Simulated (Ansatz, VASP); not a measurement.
# Be: VASP beside Ansatz

INCAR

```
PREC = Accurate
ENCUT = 520
EDIFF = 1E-8
ISMEAR = -1
SIGMA = 0.05
LREAL = F
LASPH = T
NELM = 120
ALGO = Normal
ISIF = 2
LWAVE = F
LCHARG = F
GGA = PS
LEFG = T
NBANDS = 7
GGA_COMPAT = F
```

Contents of KPOINTS:

```
regular mesh
0
Gamma
  15 15 15
```

Contents of POSCAR:

```
Be
1.0
    2.2015454390      0.0000000000      0.0000000000
    0.0000000000      2.2015454390      0.0000000000
    0.0000000000      0.0000000000      2.2015454390
Be
1
Direct
    0.0000000000      0.0000000000      0.0000000000
```

Input for Ansatz:

```yaml
crystal:
  lattice:
    - [2.201545439, 0.0, 0.0]
    - [0.0, 2.201545439, 0.0]
    - [0.0, 0.0, 2.201545439]
  atoms:
    - { symbol: Be, position: [0.0, 0.0, 0.0] }
kpoints:
  mp_grid: { grid: [15, 15, 15] }
scf:
  occupations: { method: fermi_dirac, width: 0.05 }
hamiltonian:
  xc: pbesol
  pseudopotentials: { kind: paw }
output:
  forces: true
  stress: true
  eigenvalues: true
  efg: { contact_densities: true }
```

Change from the starting cell: functional pbesol, volume scaled by 1.04, PAW files.

Alike in both runs: task electric field gradients; functional PBEsol; k mesh 15 × 15 × 15; occupations fermi-dirac, width 0.05 eV; no spin polarisation.

|  | VASP | Ansatz |
| --- | --- | --- |
| version | VASP 6.6.1 | Ansatz 0.2.0 |
| potentials or method | VASP PAW PBE potentials, release 64 (Be) | PAW with Ansatz's default frozen-core files, scalar-relativistic |
| plane-wave cutoff (eV) | 520 | 420 |
| valence electrons in the cell | 2 | 2 |

Ansatz gave:

* pressure (GPa): -3.5

**Question.** Estimate VASP's values.

**Answer.** Pressure (GPa): -3.3.

VASP's potentials were made for PBE, not for PBEsol.
